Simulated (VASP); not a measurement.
# SiNi (P2_13) in VASP: notebook

SiNi is run at these levels: PBE; tasks: single point.

Program: VASP 6.6.1. These are calculated values, not measurements. Logs are shortened: lines on timing, memory, paths and dates and some standing lists are left out, and cuts for length are marked.

### Step 1. The cell of the first run

The structure is cubic, space group P2_13 (No. 198). Conventional cell: a = 4.563 Å, b = 4.563 Å, c = 4.563 Å, α = 90.00°, β = 90.00°, γ = 90.00°. Within 3.1 Å of Si (site symmetry 3) lie 7 Ni at 2.38 to 2.48 Å and 6 Si at 2.82 Å. Ni (site symmetry 3) has 7 Si at 2.38 to 2.48 Å and 6 Ni at 2.81 Å within 3.1 Å.

### Step 2. Single point, PBE (11.88 Å³/atom)

Contents of INCAR:

```
SYSTEM = SiNi
  PREC = Accurate
  ENCUT = 600
  EDIFF = 1E-6
  ISMEAR = 0
  SIGMA = 0.1
  LREAL = .False.
  LASPH = .True.
  NELM = 120
  ALGO = Normal
  ISIF = 2
  LWAVE = .False.
  LCHARG = .False.
  GGA = PE
  NBANDS = 38
  GGA_COMPAT = .False.
```

Contents of KPOINTS:

```
regular mesh
0
Gamma
  8 8 8
  0 0 0
```

Contents of POSCAR:

```
SiNi
1.0
    4.5633461778      0.0000000000      0.0000000000
    0.0000000000      4.5633461778      0.0000000000
    0.0000000000      0.0000000000      4.5633461778
Si Ni
4 4
Direct
    0.6538723162      0.1538723162      0.3461276838
    0.1538723162      0.3461276838      0.6538723162
    0.3461276838      0.6538723162      0.1538723162
    0.8461276838      0.8461276838      0.8461276838
    0.3522117106      0.8522117106      0.6477882894
    0.8522117106      0.6477882894      0.3522117106
    0.6477882894      0.3522117106      0.8522117106
    0.1477882894      0.1477882894      0.1477882894
```

Potentials or basis: VASP PAW PBE potentials, release 64 (Si, Ni).

The run is started by

```sh
> cat potpaw_PBE.64/Si/POTCAR potpaw_PBE.64/Ni/POTCAR > POTCAR
> mpirun -np 1 vasp_std > vasp.out
```

OUTCAR:

```text
SYSTEM = SiNi
   PREC = Accurate
   ENCUT = 600
   EDIFF = 1E-6
   ISMEAR = 0
   LREAL = .False.
   LASPH = .True.
   NELM = 120
   ISIF = 2
   GGA = PE

 ion  position               nearest neighbor table
   1  0.654  0.154  0.346-   5 2.38   6 2.43   7 2.43   8 2.43   7 2.48   6 2.48   8 2.48   2 2.82
                             4 2.82   3 2.82   3 2.82   2 2.82   4 2.82
   2  0.154  0.346  0.654-   6 2.38   5 2.43   7 2.43   8 2.43   5 2.48   8 2.48   7 2.48   1 2.82
                             3 2.82   3 2.82   4 2.82   1 2.82   4 2.82
   3  0.346  0.654  0.154-   7 2.38   6 2.43   5 2.43   8 2.43   6 2.48   5 2.48   8 2.48   1 2.82
                             2 2.82   2 2.82   1 2.82   4 2.82   4 2.82
   4  0.846  0.846  0.846-   8 2.38   6 2.43   7 2.43   5 2.43   7 2.48   6 2.48   5 2.48   2 2.82
                             3 2.82   1 2.82   1 2.82   2 2.82   3 2.82
   5  0.352  0.852  0.648-   1 2.38   2 2.43   3 2.43   4 2.43   3 2.48   2 2.48   4 2.48   8 2.81
                             8 2.81   6 2.81   7 2.81   7 2.81   6 2.81
   6  0.852  0.648  0.352-   2 2.38   1 2.43   3 2.43   4 2.43   1 2.48   4 2.48   3 2.48   8 2.81
                             5 2.81   7 2.81   8 2.81   7 2.81   5 2.81
   7  0.648  0.352  0.852-   3 2.38   2 2.43   1 2.43   4 2.43   2 2.48   1 2.48   4 2.48   8 2.81
                             5 2.81   6 2.81   6 2.81   5 2.81   8 2.81
   8  0.148  0.148  0.148-   4 2.38   2 2.43   3 2.43   1 2.43   3 2.48   2 2.48   1 2.48   5 2.81
                             6 2.81   7 2.81   5 2.81   6 2.81   7 2.81

  LATTYP: Found a simple cubic cell.
 ALAT       =     4.5633461778

  Lattice vectors:

 A1 = (   4.5633461778,   0.0000000000,   0.0000000000)
 A2 = (   0.0000000000,   4.5633461778,   0.0000000000)
 A3 = (   0.0000000000,   0.0000000000,   4.5633461778)

Analysis of symmetry for initial positions (statically):
=====================================================================
 Subroutine PRICEL returns:
 Original cell was already a primitive cell.

 Routine SETGRP: Setting up the symmetry group for a
 simple cubic supercell.

 Subroutine GETGRP returns: Found 12 space group operations
 (whereof  3 operations were pure point group operations)
 out of a pool of 48 trial point group operations.

The static configuration has the point symmetry C_3 .
 The point group associated with its full space group is T   .

Analysis of symmetry for dynamics (positions and initial velocities):
=====================================================================
 Subroutine PRICEL returns:
 Original cell was already a primitive cell.

 Routine SETGRP: Setting up the symmetry group for a
 simple cubic supercell.

 Subroutine GETGRP returns: Found 12 space group operations
 (whereof  3 operations were pure point group operations)
 out of a pool of 48 trial point group operations.

The dynamic configuration has the point symmetry C_3 .
 The point group associated with its full space group is T   .

 Subroutine INISYM returns: Found 12 space group operations
 (whereof  3 operations are pure point group operations),
 and found     1 'primitive' translations

----------------------------------------------------------------------------------------

                                     Primitive cell

  volume of cell :      95.0277

  direct lattice vectors                    reciprocal lattice vectors
     4.563346178  0.000000000  0.000000000     0.219137440  0.000000000  0.000000000
     0.000000000  4.563346178  0.000000000     0.000000000  0.219137440  0.000000000
     0.000000000  0.000000000  4.563346178     0.000000000  0.000000000  0.219137440

  length of vectors
     4.563346178  4.563346178  4.563346178     0.219137440  0.219137440  0.219137440

  position of ions in fractional coordinates (direct lattice)
     0.653872316  0.153872316  0.346127684
     0.153872316  0.346127684  0.653872316
     0.346127684  0.653872316  0.153872316
     0.846127684  0.846127684  0.846127684
     0.352211711  0.852211711  0.647788289
     0.852211711  0.647788289  0.352211711
     0.647788289  0.352211711  0.852211711
     0.147788289  0.147788289  0.147788289

  ion indices of the primitive-cell ions
   primitive index   ion index
                 1           1
                 2           2
                 3           3
                 4           4
                 5           5
                 6           6
                 7           7
                 8           8

----------------------------------------------------------------------------------------

 KPOINTS: regular mesh

Automatic generation of k-mesh.
 Grid dimensions read from file:
 generate k-points for:    8    8    8

 Generating k-lattice:

  Cartesian coordinates                     Fractional coordinates (reciprocal lattice)
     0.027392180  0.000000000  0.000000000     0.125000000  0.000000000  0.000000000
     0.000000000  0.027392180  0.000000000     0.000000000  0.125000000  0.000000000
     0.000000000  0.000000000  0.027392180     0.000000000  0.000000000  0.125000000

  Length of vectors
     0.027392180  0.027392180  0.027392180

  Shift w.r.t. Gamma in fractional coordinates (k-lattice)
     0.000000000  0.000000000  0.000000000

 Subroutine IBZKPT returns following result:
 ===========================================

 Found     45 irreducible k-points:

 Following reciprocal coordinates:
            Coordinates               Weight
  0.000000  0.000000  0.000000      1.000000
  0.125000  0.000000  0.000000      6.000000
  0.250000  0.000000  0.000000      6.000000
  0.375000  0.000000  0.000000      6.000000
  0.500000  0.000000  0.000000      3.000000
  0.125000  0.125000  0.000000     12.000000
[... 16 lines left out ...]
  0.250000  0.125000  0.125000     24.000000
  0.375000  0.125000  0.125000     24.000000
 [... further k-points ...]
   k-points           NKPTS =     45   k-points in BZ     NKDIM =     45   number of bands    NBANDS=     38
   number of dos      NEDOS =    301   number of ions     NIONS =      8
   total plane-waves  NPLWV =  46656
   dimension x,y,z NGX =    36 NGY =   36 NGZ =   36
   dimension x,y,z NGXF=    72 NGYF=   72 NGZF=   72
   ions per type =               4   4
   NGX,Y,Z   is equivalent  to a cutoff of  13.12, 13.12, 13.12 a.u.
   NGXF,Y,Z  is equivalent  to a cutoff of  26.23, 26.23, 26.23 a.u.
 SYSTEM =  SiNi
   PREC   = accura    normal or accurate (medium, high low for compatibility)
   ISTART =      0    job   : 0-new  1-cont  2-samecut
   ICHARG =      2    charge: 1-file 2-atom 10-const
   ISPIN  =      1    spin polarized calculation?
   LNONCOLLINEAR =      F non collinear calculations
   LSORBIT =      F    spin-orbit coupling
   LASPH  =      T    aspherical Exc in radial PAW
   ENCUT  =  600.0 eV  44.10 Ry    6.64 a.u.   9.11  9.11  9.11*2*pi/ulx,y,z
   NELM   =    120;   NELMIN=  2; NELMDL= -5     # of ELM steps
   EDIFF  = 0.1E-05   stopping-criterion for ELM
   LREAL  =      F    real-space projection
   EDIFFG = 0.1E-04   stopping-criterion for IOM
   NSW    =      0    number of steps for IOM
   IBRION =     -1    ionic relax: 0-MD 1-quasi-New 2-CG
   NFREE  =      0    steps in history (QN), initial steepest desc. (CG)
   ISIF   =      2    stress and relaxation
   ISYM   =      2    0-nonsym 1-usesym 2-fastsym
   POTIM  = 0.5000    time-step for ionic-motion
   TEBEG  =    0.0;   TEEND  =   0.0 temperature during run
   PSTRESS=    0.0 pullay stress
   NELECT =      56.0000    total number of electrons
   NUPDOWN=      -1.0000    fix difference up-down
   EMIN   =  10.00;   EMAX   =-10.00  energy-range for DOS
   EFERMI =   0.00;   METHOD = LEGACY
   ISMEAR =     0;   SIGMA  =   0.10  broadening in eV -4-tet -1-fermi 0-gaus
   EFERMI_NEDOS =   21; number of points for ismear=-14 and -15
   IALGO  =     38    algorithm
   IMIX   =      4    mixing-type and parameters
     AMIX     =   0.40;   BMIX     =  1.00
     AMIX_MAG =   1.60;   BMIX_MAG =  1.00
  volume/ion in A,a.u.               =      11.88        80.16
  Fermi-wavevector in a.u.,A,eV,Ry     =   1.372527  2.593699 25.631052  1.883829
  Thomas-Fermi vector in A             =   2.498126
   LORBIT       =      0    0 simple, 1 ext, 2 COOP (PROOUT), +10 PAW based schemes
   GGA     = PE    functional components
   LHFCALC =     F    Hartree Fock is set to
   AEXX    =    0.0000 exact exchange contribution
   IVDW    =     0    specifies the selected vdW correction
   LEPSILON=     F    determine dielectric tensor
   LRPA    =     F    only Hartree local field effects (RPA)
 non-spin polarized calculation
 Gauss-broadening in eV      SIGMA  =   0.10
  energy-cutoff  :      600.00
  volume of cell :       95.03
 maximum number of plane-waves:      3196
   NGX = 19   NGY = 19   NGZ = 19

 number of electron      55.9999983 magnetization

 Free energy of the ion-electron system (eV)
  ---------------------------------------------------
  ext. energy  EPLUGINS =         0.00000000
  ---------------------------------------------------
  free energy    TOTEN  =       -46.79486255 eV

  energy without entropy =      -46.78370834  energy(sigma->0) =      -46.78928544

 E-fermi :  11.2497     XC(G=0): -12.3689

 val. band max:       11.1931724300   @ k =   0.3750   0.1250   0.0000
 cond. band min:      11.2666213247   @ k =   0.2500   0.0000   0.0000
 fundamental gap:      0.0734488947
 Fermi energy:        11.2497432103

 k-point     1 :       0.0000    0.0000    0.0000
  band No.  band energies     occupation
      1      -2.5009      2.00000
      2       2.7525      2.00000
      3       2.7525      2.00000
      4       2.7525      2.00000
      5       5.2953      2.00000
      6       5.2953      2.00000
[... 30 lines left out ...]
     37      15.7861      0.00000
     38      15.7861      0.00000

 k-point     2 :       0.1250    0.0000    0.0000
  band No.  band energies     occupation
      1      -2.3924      2.00000
      2       1.9803      2.00000
      3       2.8266      2.00000
      4       3.2854      2.00000
      5       4.9100      2.00000
      6       5.3587      2.00000
[... 30 lines left out ...]
     37      15.1410      0.00000
     38      16.2653      0.00000

 k-point     3 :       0.2500    0.0000    0.0000
  band No.  band energies     occupation
      1      -2.0696      2.00000
      2       1.0240      2.00000
      3       3.0419      2.00000
      4       3.6873      2.00000
      5       4.7967      2.00000
      6       5.4979      2.00000
[... 30 lines left out ...]
     37      15.5824      0.00000
     38      16.4856      0.00000

 k-point     4 :       0.3750    0.0000    0.0000
  band No.  band energies     occupation
      1      -1.5410      2.00000
      2       0.0510      2.00000
      3       3.3723      2.00000
      4       3.9197      2.00000
      5       4.8456      2.00000
      6       5.4811      2.00000
[... 30 lines left out ...]
     37      15.3737      0.00000
     38      15.7992      0.00000
[... 703 lines left out ...]
      4       3.4752      2.00000
      5       4.9284      2.00000
      6       5.6033      2.00000
[... 30 lines left out ...]
     37      15.6276      0.00000
     38      15.6352      0.00000

 k-point    23 :       0.2500    0.1250    0.1250
  band No.  band energies     occupation
      1      -1.8567      2.00000
      2       1.1242      2.00000
      3       2.4173      2.00000
      4       3.5681      2.00000
      5       4.8538      2.00000
      6       5.4261      2.00000
[... 30 lines left out ...]
     37      15.9645      0.00000
     38      16.4066      0.00000

 k-point    24 :       0.3750    0.1250    0.1250
  band No.  band energies     occupation
      1      -1.3337      2.00000
      2       0.2243      2.00000
      3       2.7699      2.00000
      4       3.6239      2.00000
      5       4.5802      2.00000
      6       5.2342      2.00000
[... 30 lines left out ...]
     37      15.6777      0.00000
     38      16.7983      0.00000

 [... further k-points ...]
[... 5 lines left out ...]
  --------------------------------------------------------------------------------------
  -------------------------------------------------------------------------------------
  Total       -2.8950942     -2.8950942     -2.8950942     -0.0000000     -0.0000000      0.0000000
  in kB      -48.8115986    -48.8115986    -48.8115986     -0.0000000     -0.0000000      0.0000000
  external PRESSURE =     -48.8115986 kB  Pullay stress =       0.0000000 kB

 VOLUME and BASIS-vectors are now :
 -----------------------------------------------------------------------------
  energy-cutoff  :      600.00
  volume of cell :       95.03
      direct lattice vectors                 reciprocal lattice vectors
     4.563346178  0.000000000  0.000000000     0.219137440  0.000000000  0.000000000
     0.000000000  4.563346178  0.000000000     0.000000000  0.219137440  0.000000000
     0.000000000  0.000000000  4.563346178     0.000000000  0.000000000  0.219137440

 POSITION                                       TOTAL-FORCE (eV/Angst)
 -----------------------------------------------------------------------------------
      2.98385      0.70217      1.57950         0.000290      0.000290     -0.000290
      0.70217      1.57950      2.98385         0.000290     -0.000290      0.000290
      1.57950      2.98385      0.70217        -0.000290      0.000290      0.000290
      3.86117      3.86117      3.86117        -0.000290     -0.000290     -0.000290
      1.60726      3.88894      2.95608        -0.001409     -0.001409      0.001409
      3.88894      2.95608      1.60726        -0.001409      0.001409     -0.001409
      2.95608      1.60726      3.88894         0.001409     -0.001409     -0.001409
      0.67441      0.67441      0.67441         0.001409      0.001409      0.001409
 -----------------------------------------------------------------------------------
    total drift:                                0.000000      0.000000      0.000000

  FREE ENERGIE OF THE ION-ELECTRON SYSTEM (eV)
  ---------------------------------------------------
  free  energy   TOTEN  =       -46.7948625462 eV

  energy  without entropy=      -46.7837083387  energy(sigma->0) =      -46.78928544
```

Run time: 1.7 min. Hardware: 1 thread of AMD EPYC 9R45 (Zen 5), shared host; peak memory 0.27 GiB.

What came out:

| Property | Result |
| --- | --- |
| Free energy | -46.7949 eV |
| Pressure | -4.9 GPa |
| Band gap on the k mesh | zero (bands 28 and 29 overlap by 1.11 eV) |

Forces in eV/Å, atoms in the order of the input:
```
Si   0.000  0.000  0.000
Si   0.000  0.000  0.000
Si   0.000  0.000  0.000
Si   0.000  0.000  0.000
Ni  -0.001 -0.001  0.001
Ni  -0.001  0.001 -0.001
Ni   0.001 -0.001 -0.001
Ni   0.001  0.001  0.001
```

Caveat: the cell stands under tension.

### Step 3. Single point, PBE (12.22 Å³/atom)

This run uses another cell than the first one, of 12.22 Å³/atom.

Contents of INCAR:

```
SYSTEM = SiNi
PREC = Accurate
ENCUT = 600
EDIFF = 1E-6
ISMEAR = 0
SIGMA = 0.1
LREAL = .False.
LASPH = .True.
NELM = 120
ALGO = Normal
ISIF = 2
LWAVE = .False.
LCHARG = .False.
GGA = PE
NBANDS = 38
GGA_COMPAT = .False.
```

KPOINTS is that of step 2.

Contents of POSCAR:

```
SiNi
1.0
    4.6072271983      0.0000000000      0.0000000000
    0.0000000000      4.6072271983      0.0000000000
    0.0000000000      0.0000000000      4.6072271983
Si Ni
4 4
Direct
    0.6543366968      0.1543366968      0.3456633032
    0.1543366968      0.3456633032      0.6543366968
    0.3456633032      0.6543366968      0.1543366968
    0.8456633032      0.8456633032      0.8456633032
    0.3532314100      0.8532314100      0.6467685900
    0.8532314100      0.6467685900      0.3532314100
    0.6467685900      0.3532314100      0.8532314100
    0.1467685900      0.1467685900      0.1467685900
```

Potentials or basis: VASP PAW PBE potentials, release 64 (Si, Ni).

The run is started by

```sh
> cat potpaw_PBE.64/Si/POTCAR potpaw_PBE.64/Ni/POTCAR > POTCAR
> mpirun -np 1 vasp_std > vasp.out
```

Wall time 2.1 min (1 thread of AMD EPYC 9R45 (Zen 5), shared host); peak memory 0.31 GiB.

It converged, with:

| Property | Result |
| --- | --- |
| Free energy | -46.6743 eV |
| Pressure | -9.0 GPa |
| Largest force | 0.006 eV/Å |
| Band gap on the k mesh | zero (bands 28 and 29 overlap by 1.06 eV) |

Forces on the atoms (eV/Å):
```
Si  -0.003 -0.003  0.003
Si  -0.003  0.003 -0.003
Si   0.003 -0.003 -0.003
Si   0.003  0.003  0.003
Ni   0.002  0.002 -0.002
Ni   0.002 -0.002  0.002
Ni  -0.002  0.002  0.002
Ni  -0.002 -0.002 -0.002
```

Levels at points of the mesh, in eV from the Fermi level:
```
           k point  band 24  band 25  band 26  band 27  band 28  band 29  band 30  band 31  band 32  band 33
(0.00, 0.00, 0.00)    -1.95    -1.38    -1.38    -1.38     0.88     0.88     0.88     1.43     1.43     2.01
(0.50, 0.00, 0.00)    -1.84    -1.71    -1.71    -0.46    -0.46    -0.18    -0.18     2.62     2.62     2.84
(0.50, 0.50, 0.00)    -2.10    -1.29    -1.29    -0.83    -0.83     0.31     0.31     0.87     0.87     3.86
(0.50, 0.50, 0.50)    -2.30    -1.53    -1.53    -1.53    -1.53     3.88     3.88     3.88     3.88     4.36
```

Caveat: the cell stands under tension. Spin polarisation is off, so any magnetic state and its effect on volume and gap are missing.

### Step 4. Single point, PBE (12.69 Å³/atom)

This run uses another cell than the first one, of 12.69 Å³/atom.

Contents of INCAR:

```
SYSTEM = SiNi
PREC = Accurate ; ENCUT = 600
EDIFF = 1E-6 ; ISMEAR = 0
SIGMA = 0.1 ; LREAL = .FALSE.
LASPH = .TRUE. ; NELM = 120
ALGO = Normal ; ISIF = 2
LWAVE = .FALSE. ; LCHARG = .FALSE.
GGA = PE ; NBANDS = 38
GGA_COMPAT = .FALSE.
```

Contents of KPOINTS:

```
Automatic mesh
0
G
  8 8 8
  0 0 0
```

Contents of POSCAR:

```
SiNi
1.0
    4.6644656870      0.0000000000      0.0000000000
    0.0000000000      4.6644656870      0.0000000000
    0.0000000000      0.0000000000      4.6644656870
Si Ni
4 4
Direct
    0.6549359686      0.1549359686      0.3450640314
    0.1549359686      0.3450640314      0.6549359686
    0.3450640314      0.6549359686      0.1549359686
    0.8450640314      0.8450640314      0.8450640314
    0.3565055601      0.8565055601      0.6434944399
    0.8565055601      0.6434944399      0.3565055601
    0.6434944399      0.3565055601      0.8565055601
    0.1434944399      0.1434944399      0.1434944399
```

The run is started by

```sh
> cat potpaw_PBE.64/Si/POTCAR potpaw_PBE.64/Ni/POTCAR > POTCAR
> mpirun -np 1 vasp_std > vasp.out
```

Run time: 2.1 min. Hardware: 1 thread of AMD EPYC 9R45 (Zen 5), shared host; peak memory 0.31 GiB.

Results (log left out):

- Free energy: -46.4155 eV
- Pressure: -13.3 GPa
- Largest force: 0.010 eV/Å
- Band gap on the k mesh: zero (bands 28 and 29 overlap by 1.01 eV)

Forces in eV/Å, atoms in the order of the input:
```
Si   0.006  0.006 -0.006
Si   0.006 -0.006  0.006
Si  -0.006  0.006  0.006
Si  -0.006 -0.006 -0.006
Ni  -0.004 -0.004  0.004
Ni  -0.004  0.004 -0.004
Ni   0.004 -0.004 -0.004
Ni   0.004  0.004  0.004
```

Levels at points of the mesh, in eV from the Fermi level:
| k point | band 24 | band 25 | band 26 | band 27 | band 28 | band 29 | band 30 | band 31 | band 32 | band 33 |
| --- | --- | --- | --- | --- | --- | --- | --- | --- | --- | --- |
| (0.00, 0.00, 0.00) | -1.82 | -1.29 | -1.29 | -1.29 | 0.83 | 0.83 | 0.83 | 1.45 | 1.45 | 1.99 |
| (0.50, 0.00, 0.00) | -1.72 | -1.60 | -1.60 | -0.40 | -0.40 | -0.18 | -0.18 | 2.56 | 2.56 | 2.81 |
| (0.50, 0.50, 0.00) | -1.97 | -1.19 | -1.19 | -0.77 | -0.77 | 0.28 | 0.28 | 0.85 | 0.85 | 3.80 |
| (0.50, 0.50, 0.50) | -2.15 | -1.42 | -1.42 | -1.42 | -1.42 | 3.71 | 3.71 | 3.71 | 3.71 | 4.24 |

Caveat: the cell stands under tension.

### Step 5. The runs side by side

```csv
cell,gap on the mesh (eV),pressure (GPa),largest force (eV/Å)
"a = 4.563 Å, 8 atoms, atomic positions A",none,-4.9,-
"a = 4.607 Å, 8 atoms, atomic positions B",none,-9.0,0.01
"a = 4.664 Å, 8 atoms, atomic positions C",none,-13.3,0.01
```

Alike in all rows: task single point; level PBE; potentials or basis VASP PAW PBE potentials, release 64 (Si, Ni); no spin polarisation; k mesh 8 × 8 × 8; cutoff (eV) 600; smearing gaussian 0.1 eV.

Caveats: the cell stands under tension.

Total energies depend on the potentials used, so only differences within one code and one set of settings carry meaning.
